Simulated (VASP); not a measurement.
Write the native input for VASP 6.6.1 that does the following.

| Item | Value |
| --- | --- |
| Task | single point |
| Functional | PBE |
| Potentials or basis | VASP PAW PBE potentials, release 64 (Mg, O) |
| Cutoff | 520 eV |
| k mesh | 9 × 9 × 6 |
| Occupations | gaussian, width 0.05 eV |
| Spin | no spin polarisation |
| Dipole correction | no |
| Further INCAR settings | ALGO = Normal; EDIFF = 1e-06; NBANDS = 16 |

The structure of MgO lies in POSCAR:

```
MgO
1.0
    3.3152854007      0.0000000000      0.0000000000
   -1.6576427004      2.8711213778      0.0000000000
    0.0000000000      0.0000000000      5.1215474231
Mg O
2 2
Direct
    0.3125592742      0.6926843755      0.0063188067
    0.6874407258      0.3073156245      0.5063188067
    0.3525274728      0.6426276703      0.3982811933
    0.6474725272      0.3573723297      0.8982811933
```

This cell differs from its parent crystal: atoms displaced along a vibrational mode.

These files were run (other wordings do the same):

INCAR

```
PREC = Accurate ; ENCUT = 520
EDIFF = 1E-6 ; ISMEAR = 0
SIGMA = 0.05 ; LREAL = False
LASPH = True ; NELM = 80
ALGO = Normal ; ISIF = 2
LWAVE = False ; LCHARG = False
GGA = PE ; NBANDS = 16
```

KPOINTS

```
regular mesh
0
Gamma
  9 9 6
```

Potentials or basis: VASP PAW PBE potentials, release 64 (Mg, O).

Command:

```bash
$ cat potpaw_PBE.64/Mg/POTCAR potpaw_PBE.64/O/POTCAR > POTCAR
$ mpirun -np 1 vasp_std > vasp.out
```

It gave:

```
Pressure               : -0.8 GPa
Largest force          : 0.374 eV/Å
Band gap on the k mesh : 3.27 eV
```

Caveat: the cell differs from its parent crystal (atoms displaced along a vibrational mode); an odd mesh through Γ misses points on the zone boundary, where band edges can lie.

It took 64 s on 1 thread of Intel(R) Xeon(R) Platinum 8488C (Sapphire Rapids), on a shared host, peak memory 0.26 GiB.
